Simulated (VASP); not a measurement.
# Si (P6/mmm) in VASP: a series of runs

Runs on Si. Level: PBE. Tasks: single point.

Everything below comes from runs of VASP 6.6.1. Logs are shortened: lines on timing, memory, paths and dates and some standing lists are left out, and cuts for length are marked.

## (1) The cell of the first run

It takes space group P6/mmm (No. 191, hexagonal). The conventional cell has a = 3.486 Å, b = 3.486 Å, c = 2.108 Å, α = 90.00°, β = 90.00°, γ = 120.00°. Within 2.8 Å of Si (site symmetry 6/mmm) lie 14 Si at 2.11 to 2.27 Å. Si (site symmetry -6m2) has 11 Si at 2.01 to 2.27 Å within 2.7 Å.

This isn't the form of Si at room conditions, which is diamond.

## (2) Single point, PBE

Contents of INCAR:

```
PREC = Accurate
ENCUT = 520
EDIFF = 1E-7
ISMEAR = -1
SIGMA = 0.1
LREAL = False
LASPH = True
NELM = 80
ALGO = Normal
ISIF = 2
LWAVE = False
LCHARG = True
GGA = PE
LELF = True
LVHAR = True
NBANDS = 13
```

Contents of KPOINTS:

```
Automatic mesh
0
Gamma
  9 9 12
```

Contents of POSCAR:

```
Si
1.0
    3.4862560131      0.0000000000      0.0000000000
   -1.7431280065      3.0191862714      0.0000000000
    0.0000000000      0.0000000000      2.1081390639
Si
3
Direct
    0.0000000000      0.0000000000      0.0000000000
    0.3333333333      0.6666666667      0.5000000000
    0.6666666667      0.3333333333      0.5000000000
```

Potentials or basis: VASP PAW PBE potentials, release 64 (Si).

Command:

```sh
> cat potpaw_PBE.64/Si/POTCAR > POTCAR
> mpirun -np 1 vasp_std > vasp.out
```

OUTCAR:

```text
PREC = Accurate
   ENCUT = 520
   EDIFF = 1E-7
   ISMEAR = -1
   LREAL = False
   LASPH = True
   NELM = 80
   ISIF = 2
   GGA = PE

 ion  position               nearest neighbor table
   1  0.000  0.000  0.000-   2 2.27   3 2.27   2 2.27   3 2.27   2 2.27   2 2.27   3 2.27   3 2.27
                             3 2.27   3 2.27   2 2.27   2 2.27
   2  0.333  0.667  0.500-   3 2.01   3 2.01   3 2.01   1 2.27   1 2.27   1 2.27   1 2.27   1 2.27
                             1 2.27   3 2.91   3 2.91   3 2.91   3 2.91   3 2.91   3 2.91
   3  0.667  0.333  0.500-   2 2.01   2 2.01   2 2.01   1 2.27   1 2.27   1 2.27   1 2.27   1 2.27
                             1 2.27   2 2.91   2 2.91   2 2.91   2 2.91   2 2.91   2 2.91

  LATTYP: Found a hexagonal cell.
 ALAT       =     3.4862560131
 C/A-ratio  =     0.6047000151

  Lattice vectors:

 A1 = (   3.4862560131,   0.0000000000,   0.0000000000)
 A2 = (  -1.7431280065,   3.0191862714,   0.0000000000)
 A3 = (   0.0000000000,   0.0000000000,   2.1081390639)

Analysis of symmetry for initial positions (statically):
=====================================================================
 Subroutine PRICEL returns:
 Original cell was already a primitive cell.

 Routine SETGRP: Setting up the symmetry group for a
 hexagonal supercell.

 Subroutine GETGRP returns: Found 24 space group operations
 (whereof 24 operations were pure point group operations)
 out of a pool of 24 trial point group operations.

The static configuration has the point symmetry D_6h.

Analysis of symmetry for dynamics (positions and initial velocities):
=====================================================================
 Subroutine PRICEL returns:
 Original cell was already a primitive cell.

 Routine SETGRP: Setting up the symmetry group for a
 hexagonal supercell.

 Subroutine GETGRP returns: Found 24 space group operations
 (whereof 24 operations were pure point group operations)
 out of a pool of 24 trial point group operations.

The dynamic configuration has the point symmetry D_6h.

 Subroutine INISYM returns: Found 24 space group operations
 (whereof 24 operations are pure point group operations),
 and found     1 'primitive' translations

----------------------------------------------------------------------------------------

                                     Primitive cell

  volume of cell :      22.1895

  direct lattice vectors                    reciprocal lattice vectors
[... 99 lines left out ...]
   PSTRESS=    0.0 pullay stress
   NELECT =      12.0000    total number of electrons
   NUPDOWN=      -1.0000    fix difference up-down
   EMIN   =  10.00;   EMAX   =-10.00  energy-range for DOS
   EFERMI =   0.00;   METHOD = LEGACY
   ISMEAR =    -1;   SIGMA  =   0.10  broadening in eV -4-tet -1-fermi 0-gaus
   EFERMI_NEDOS =   21; number of points for ismear=-14 and -15
   IALGO  =     38    algorithm
   IMIX   =      4    mixing-type and parameters
     AMIX     =   0.40;   BMIX     =  1.00
     AMIX_MAG =   1.60;   BMIX_MAG =  1.00
  volume/ion in A,a.u.               =       7.40        49.91
  Fermi-wavevector in a.u.,A,eV,Ry     =   1.333785  2.520488 24.204518  1.778982
  Thomas-Fermi vector in A             =   2.462616
   LORBIT       =      0    0 simple, 1 ext, 2 COOP (PROOUT), +10 PAW based schemes
   GGA     = PE    functional components
   LHFCALC =     F    Hartree Fock is set to
   AEXX    =    0.0000 exact exchange contribution
   IVDW    =     0    specifies the selected vdW correction
   LEPSILON=     F    determine dielectric tensor
   LRPA    =     F    only Hartree local field effects (RPA)
 non-spin polarized calculation
  energy-cutoff  :      520.00
  volume of cell :       22.19
 maximum number of plane-waves:       624
 NGX is ok and might be reduce to    28
   NGX = 13   NGY = 13   NGZ =  7

 number of electron      12.0000000 magnetization

 Free energy of the ion-electron system (eV)
  ---------------------------------------------------
  ext. energy  EPLUGINS =         0.00000000
  ---------------------------------------------------
  free energy    TOTEN  =        -4.43819276 eV

  energy without entropy =       -4.40784262  energy(sigma->0) =       -4.42301769

 E-fermi :  21.5849     XC(G=0): -14.1355

 val. band max:       21.5727390590   @ k =   0.2222   0.2222   0.3333
 cond. band min:      21.6019688024   @ k =   0.4444   0.1111   0.3333
 fundamental gap:      0.0292297435
 Fermi energy:        21.5849480149

 k-point     1 :       0.0000    0.0000    0.0000
  band No.  band energies     occupation
      1      -0.3863      2.00000
      2      13.4814      2.00000
      3      13.4814      2.00000
      4      13.5079      2.00000
      5      13.5079      2.00000
      6      17.1299      2.00000
      7      17.7561      2.00000
      8      30.2403      0.00000
      9      30.6917      0.00000
     10      38.8166      0.00000
     11      38.8169      0.00000
     12      38.8169      0.00000
     13      41.0635      0.00000
[... 354 lines left out ...]
  band No.  band energies     occupation
      1       4.8496      2.00000
      2       5.0265      2.00000
      3       5.0265      2.00000
      4      19.4217      2.00000
      5      19.7373      2.00000
      6      19.7373      2.00000
      7      28.6712      0.00000
      8      28.6712      0.00000
      9      29.2009      0.00000
     10      34.1436      0.00000
     11      34.1436      0.00000
     12      34.3344      0.00000
     13      34.6225      0.00000

 [... further k-points ...]

------------------------ aborting loop because EDIFF is reached ----------------------------------------

  FORCE on cell =-STRESS in cart. coord.  units (eV):
  Direction    XX          YY          ZZ          XY          YZ          ZX
  --------------------------------------------------------------------------------------
  -------------------------------------------------------------------------------------
  Total       37.4872330     37.4872330     37.4553751      0.0000000     -0.0000000     -0.0000000
  in kB     2706.7336868   2706.7336867   2704.4334155      0.0000000     -0.0000000     -0.0000000
  external PRESSURE =    2705.9669297 kB  Pullay stress =       0.0000000 kB

 VOLUME and BASIS-vectors are now :
 -----------------------------------------------------------------------------
  energy-cutoff  :      520.00
  volume of cell :       22.19
      direct lattice vectors                 reciprocal lattice vectors
     3.486256013  0.000000000  0.000000000     0.286840667  0.165607536  0.000000000
    -1.743128007  3.019186271  0.000000000     0.000000000  0.331215073  0.000000000
     0.000000000  0.000000000  2.108139064     0.000000000  0.000000000  0.474352009

 POSITION                                       TOTAL-FORCE (eV/Angst)
 -----------------------------------------------------------------------------------
      0.00000      0.00000      0.00000        -0.000000      0.000000      0.000000
     -0.00000      2.01279      1.05407         0.000000      0.000000      0.000000
      1.74313      1.00640      1.05407        -0.000000      0.000000      0.000000
 -----------------------------------------------------------------------------------
    total drift:                                0.000000     -0.000000     -0.000000

  FREE ENERGIE OF THE ION-ELECTRON SYSTEM (eV)
  ---------------------------------------------------
  free  energy   TOTEN  =        -4.4381927577 eV

  energy  without entropy=       -4.4078426195  energy(sigma->0) =       -4.42301769
```

OSZICAR:

```text
N       E                     dE             d eps       ncg     rms          rms(c)
DAV:   1     0.282602861879E+02    0.28260E+02   -0.56968E+03  2248   0.811E+02
DAV:   2    -0.390163104920E+01   -0.32162E+02   -0.29960E+02  2831   0.140E+02
DAV:   3    -0.481010730174E+01   -0.90848E+00   -0.89943E+00  2795   0.185E+01
DAV:   4    -0.481229258803E+01   -0.21853E-02   -0.21847E-02  2533   0.110E+00
DAV:   5    -0.481229736130E+01   -0.47733E-05   -0.47720E-05  2808   0.435E-02    0.165E+01
DAV:   6    -0.456927419047E+01    0.24302E+00   -0.45857E-02  2534   0.121E+00    0.944E+00
DAV:   7    -0.443992562070E+01    0.12935E+00   -0.47744E-02  2539   0.136E+00    0.594E-01
DAV:   8    -0.443857951273E+01    0.13461E-02   -0.30348E-03  2584   0.334E-01    0.278E-01
DAV:   9    -0.443819675160E+01    0.38276E-03   -0.22812E-04  2653   0.105E-01    0.140E-01
DAV:  10    -0.443819314013E+01    0.36115E-05   -0.23049E-06  2752   0.116E-02    0.511E-02
DAV:  11    -0.443819282287E+01    0.31726E-06   -0.12228E-06  2629   0.682E-03    0.866E-03
DAV:  12    -0.443819275767E+01    0.65201E-07   -0.12593E-07  1646   0.227E-03
   1 F= -.44381928E+01 E0= -.44230177E+01  d E =-.303501E-01
```

It took 25 s on 1 thread of Intel Xeon 8259CL, shared host; peak memory 0.14 GiB.

What came out:

* Free energy: -4.4382 eV
* Pressure: 270.6 GPa
* Band gap on the k mesh: zero (bands 6 and 7 overlap by 8.07 eV)

Stress tensor (GPa, compression positive):
```
270.67   0.00   0.00
  0.00 270.67   0.00
  0.00   0.00 270.44
```

Levels at points of the mesh, in eV from the Fermi level:
| k point | band 3 | band 4 | band 5 | band 6 | band 7 | band 8 | band 9 | band 10 |
| --- | --- | --- | --- | --- | --- | --- | --- | --- |
| (0.00, 0.00, 0.00) | -8.10 | -8.08 | -8.08 | -4.46 | -3.83 | 8.66 | 9.11 | 17.23 |
| (0.00, 0.00, 0.50) | -1.62 | -1.62 | -1.20 | -1.20 | -0.33 | -0.33 | -0.10 | 0.23 |

Caveat: the cell stands under pressure.

## (3) Single point, PBE (7.40 Å³/atom)

INCAR: that of step 2 with these lines changed.

```diff
@@ -2,3 +2,3 @@
 ENCUT = 520
-EDIFF = 1E-7
+EDIFF = 1E-6
 ISMEAR = -1
@@ -7,3 +7,3 @@
 LASPH = True
-NELM = 80
+NELM = 100
 ALGO = Normal
```

KPOINTS is that of step 2.

POSCAR: that of step 2 with these lines changed.

```diff
@@ -4,3 +4,3 @@
    -1.7431280065      3.0191862714      0.0000000000
-    0.0000000000      0.0000000000      2.1081390639
+    0.0000000000      0.0000000000      2.1081390640
 Si
```

Potentials or basis: VASP PAW PBE potentials, release 64 (Si).

Command:

```sh
> cat potpaw_PBE.64/Si/POTCAR > POTCAR
> mpirun -np 1 vasp_std > vasp.out
```

Wall time 27 s (1 thread of Intel Xeon 8259CL, shared host); peak memory 0.14 GiB.

The run converged. Its results:

```yaml
Free_energy: -4.4382 eV
Pressure: 270.6 GPa
Band_gap_on_the_k_mesh: zero (bands 6 and 7 overlap by 8.07 eV)
```

Stress tensor (GPa, compression positive):
```
270.67   0.00   0.00
  0.00 270.67   0.00
  0.00   0.00 270.45
```

Levels at points of the mesh, in eV from the Fermi level:
```csv
k point,band 2,band 3,band 4,band 5,band 6,band 7,band 8,band 9,band 10,band 11
"(0.00, 0.00, 0.00)",-8.10,-8.10,-8.08,-8.08,-4.46,-3.83,8.66,9.11,17.23,17.23
"(0.00, 0.00, 0.50)",-14.03,-1.62,-1.62,-1.20,-1.20,-0.33,-0.33,-0.10,0.23,0.23
```

Caveat: the cell stands under pressure.

(Part 1 of 2 ends here.)
